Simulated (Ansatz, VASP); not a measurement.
## Si in VASP and in Ansatz

```
Si
1.0
     0.00000    3.36971    5.43447
     1.62638    0.00000    5.43447
     1.62638    3.36971    0.00000
Si
4
Direct
  0.81733 0.81733 0.18267
  0.06733 0.06733 0.43267
  0.18267 0.18267 0.81733
  0.43267 0.43267 0.06733
```

Alike in both runs: task relaxation of cell and atoms; functional PBE; k mesh 6 × 6 × 6; occupations gaussian, width 0.1 eV; no spin polarisation.

|  | VASP | Ansatz |
| --- | --- | --- |
| version | VASP 6.6.1 | Ansatz 0.2.0 |
| potentials or method | VASP PAW PBE potentials, release 64 (Si), cutoff 600 eV | scalar-relativistic, plane waves, PAW |
| valence electrons in the cell | 16 | 16 |

|  | VASP | Ansatz | Ansatz less VASP |
| --- | --- | --- | --- |
| gap on the k mesh at the Fermi level, each at its own relaxed structure (eV) | none | none | - |
| relaxed volume (Å³/atom) | 18.54 | 18.54 | -0.007 |
| relaxed cell length with the largest relative difference (Å) | 4.035 | 4.039 | +0.0041 |

A gap of «none» marks a metal or a gap that the smearing closes.

The k mesh is coarse, so the values compare programs but aren't converged. Noted on VASP's run: the volume moved by over 15 % at a fixed basis, so the end points are rough.
